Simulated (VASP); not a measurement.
A run of VASP 6.6.1:

INCAR

```
SYSTEM = SrCl2
PREC = Accurate
ENCUT = 600
EDIFF = 1E-7
ISMEAR = -1
SIGMA = 0.02
LREAL = .False.
LASPH = .True.
NELM = 100
ALGO = Normal
ISIF = 3
LWAVE = .False.
LCHARG = .False.
GGA = PE
IBRION = 2
NSW = 32
EDIFFG = -0.005
```

The input KPOINTS:

```
regular mesh
0
Gamma
  6 6 6
  0 0 0
```

The input POSCAR:

```
SrCl2
1.0
    0.0000000000      3.5192138340      3.5192138340
    3.5192138340      0.0000000000      3.5192138340
    3.5192138340      3.5192138340      0.0000000000
Sr Cl
1 2
Direct
    0.0000000000      0.0000000000      0.0000000000
    0.2500000000      0.2500000000      0.2500000000
    0.7500000000      0.7500000000      0.7500000000
```

Potentials or basis: VASP PAW PBE potentials, release 64 (Sr_sv, Cl).

The run is started by

```bash
$ cat potpaw_PBE.64/Sr_sv/POTCAR potpaw_PBE.64/Cl/POTCAR > POTCAR
$ mpirun -np 1 vasp_std > vasp.out
```

Hardware: 1 thread of Intel Xeon 8259CL, with other jobs on the host.

Problem. How long does it take, and how much memory?

Solution. Wall time 97 s on 1 thread of Intel Xeon 8259CL (shared host), peak memory 0.24 GiB. Counts: scf iterations 23, k points 16, ion steps 2.
